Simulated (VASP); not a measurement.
**Te: single point with PBE**

Te:

```
Te
1.0
     5.01977    0.00000    0.00000
     0.00000    6.61876    0.00000
     0.00000    0.00000    3.94753
Te
4
Direct
  0.00000 0.28943 0.40936
  0.00000 0.71057 0.40936
  0.50000 0.21057 0.59064
  0.50000 0.78943 0.59064
```

```json
{
  "Program": "VASP 6.6.1",
  "Task": "single point",
  "Functional": "PBE",
  "Potentials or basis": "VASP PAW PBE potentials, release 64 (Te)",
  "Cutoff": "520 eV",
  "k mesh": "4 × 4 × 4",
  "Occupations": "gaussian, width 0.1 eV",
  "Spin": "no spin polarisation",
  "Dipole correction": "no",
  "Further INCAR settings": "ALGO = Normal; EDIFF = 1e-06; NBANDS = 20"
}
```

| Item | Value |
| --- | --- |
| Pressure | 14.4 GPa |
| Largest force | 1.968 eV/Å |
| Band gap on the k mesh | zero (band 12 reaches 7.14 eV, above the bottom of band 13 at 6.21 eV) |

Forces on the atoms (eV/Å):
```
Te   0.000 -1.511 -1.261
Te   0.000  1.511 -1.261
Te   0.000  1.511  1.261
Te   0.000 -1.511  1.261
```

Stress tensor (GPa, compression positive):
```
24.65  0.00  0.00
 0.00 12.90  0.00
 0.00  0.00  5.68
```

Levels at points of the mesh, in eV from the Fermi level:
```csv
k point,band 10,band 11,band 12,band 13,band 14,band 15
"(0.00, 0.00, 0.00)",-0.88,-0.79,0.27,0.79,1.17,4.17
"(0.50, 0.00, 0.00)",-1.11,0.65,0.65,1.32,1.32,2.60
"(0.00, 0.50, 0.00)",-1.78,-0.07,-0.07,0.43,0.43,3.12
"(0.50, 0.50, 0.00)",-1.80,-0.90,-0.90,1.48,1.48,1.57
"(0.00, 0.00, 0.50)",-3.37,-1.84,-0.22,0.67,0.78,2.52
"(0.50, 0.00, 0.50)",-3.25,0.56,0.56,1.42,1.42,2.80
"(0.00, 0.50, 0.50)",-3.45,-1.24,-1.24,0.71,0.71,1.89
"(0.50, 0.50, 0.50)",-3.59,-0.94,-0.94,1.43,1.43,1.73
```

Run time: 58 s on 1 thread of Intel(R) Xeon(R) Platinum 8175M CPU @ 2.50GHz (Skylake/Cascade Lake), on a shared host, peak memory 0.25 GiB.

Caveat: the k points lie up to 0.40 Å⁻¹ apart; spin-orbit coupling is left out, which moves the levels of the heavy elements; this functional lacks dispersion, which binds the layers, so the pressure and a relaxed spacing across them are unreliable; forces of over 1 eV/Å act on the atoms, so gaps and moduli don't describe the material at rest.
